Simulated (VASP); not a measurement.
Si16N (a cell with a defect): single point with PBEsol

The system is Si16N (a cell with a defect).

```
Si N
1.0
     0.00000    5.43000    5.43000
     5.43000    0.00000    5.43000
     5.43000    5.43000    0.00000
Si N
16 1
Direct
  0.00106 0.99975 0.99198
  0.13092 0.11789 0.12357
  0.00411 0.99448 0.49855
  0.12838 0.12995 0.61128
  0.99955 0.49502 0.00861
  0.14344 0.61682 0.11423
  0.01366 0.50317 0.49127
  0.13095 0.62044 0.63131
  0.50502 0.99559 0.99473
  0.61875 0.13492 0.11463
  0.50291 0.00382 0.49016
  0.62941 0.12158 0.62042
  0.51518 0.50950 0.98919
  0.63060 0.62314 0.13122
  0.50638 0.49635 0.50584
  0.63975 0.62873 0.61470
  0.17370 0.29848 0.22629
```

- Program: VASP 6.6.1
- Task: single point
- Functional: PBEsol
- Potentials or basis: VASP PAW PBE potentials, release 64 (Si, N)
- Cutoff: 520 eV
- k mesh: 2 × 2 × 2
- Occupations: gaussian, width 0.02 eV
- Spin: collinear spin, zero start
- Starting moments: [0.0, 0.0, 0.0, 0.0, 0.0, 0.0, 0.0, 0.0, 0.0, 0.0, 0.0, 0.0, 0.0, 0.0, 0.0, 0.0, 0.0] μB

```json
{"Pressure": "0.4 GPa", "Largest force": "2.743 eV/Å", "Net moment": "0.00 μB per cell", "Valence electrons inside the program's atomic spheres": "Si 1.68, 1.64, 1.67, 1.65, 1.69, 1.70, 1.71 (each value once); N 3.52"}
```

Forces on the atoms (eV/Å):
```
Si  -0.014 -0.387  0.013
Si   0.418  0.893  0.383
Si   0.012  0.130 -0.081
Si  -0.027 -0.074  0.023
Si  -0.301  0.762 -0.017
Si  -0.059  1.064 -0.440
Si   0.043  0.127  0.001
Si  -0.020 -0.076 -0.034
Si  -0.095  0.008  0.116
Si  -0.010  0.120  0.069
Si  -0.071  0.110  0.078
Si  -0.069 -0.006 -0.065
Si  -0.292  0.046  0.015
Si   0.098 -0.062 -0.072
Si  -0.018  0.126  0.011
Si   0.131 -0.051  0.023
N    0.272 -2.730 -0.023
```

Stress tensor (GPa, compression positive):
```
 0.71  0.04 -0.31
 0.04 -0.25  0.52
-0.31  0.52  0.74
```

Levels at points of the mesh, in eV from the Fermi level:
Spin up:
```
           k point  band 33  band 34  band 35  band 36  band 37  band 38
(0.00, 0.00, 0.00)    -0.14     0.05     0.25     0.37     0.61     0.64
(0.50, 0.00, 0.00)    -0.78    -0.72     0.34     0.66     1.39     1.45
(0.00, 0.50, 0.00)    -0.76    -0.62    -0.13     1.28     1.39     1.42
(0.00, 0.00, 0.50)    -0.76    -0.63    -0.04     0.90     1.43     1.45
(0.50, 0.50, 0.50)    -0.75    -0.54    -0.14     1.27     1.41     1.44
(0.50, 0.50, 0.00)    -1.32    -0.57    -0.33     1.03     1.32     1.43
(0.00, 0.50, 0.50)    -1.31    -0.52    -0.35     1.09     1.33     1.43
(0.50, 0.00, 0.50)    -1.30    -0.55     0.04     0.69     1.16     1.41
```
Spin down:
| k point | band 32 | band 33 | band 34 | band 35 | band 36 | band 37 | band 38 | band 39 |
| --- | --- | --- | --- | --- | --- | --- | --- | --- |
| (0.00, 0.00, 0.00) | -0.25 | -0.14 | 0.05 | 0.25 | 0.37 | 0.61 | 0.64 | 0.65 |
| (0.50, 0.00, 0.00) | -0.84 | -0.78 | -0.72 | 0.34 | 0.66 | 1.39 | 1.45 | 1.46 |
| (0.00, 0.50, 0.00) | -0.89 | -0.76 | -0.62 | -0.13 | 1.28 | 1.39 | 1.42 | 1.47 |
| (0.00, 0.00, 0.50) | -0.90 | -0.76 | -0.63 | -0.04 | 0.90 | 1.43 | 1.45 | 1.50 |
| (0.50, 0.50, 0.50) | -0.90 | -0.75 | -0.54 | -0.14 | 1.27 | 1.41 | 1.44 | 1.53 |
| (0.50, 0.50, 0.00) | -1.33 | -1.32 | -0.57 | -0.33 | 1.03 | 1.32 | 1.43 | 2.49 |
| (0.00, 0.50, 0.50) | -1.34 | -1.31 | -0.52 | -0.35 | 1.09 | 1.33 | 1.43 | 2.48 |
| (0.50, 0.00, 0.50) | -1.36 | -1.30 | -0.55 | 0.04 | 0.69 | 1.16 | 1.41 | 2.48 |

Wall time 16 min on 1 thread of Intel Xeon 8259CL, on a shared host, peak memory 0.71 GiB.

Caveat: the k points lie up to 0.50 Å⁻¹ apart; no moment was typed at the start, so none could form; the PAW data sets were made with another functional, which shifts forces and pressure a little.
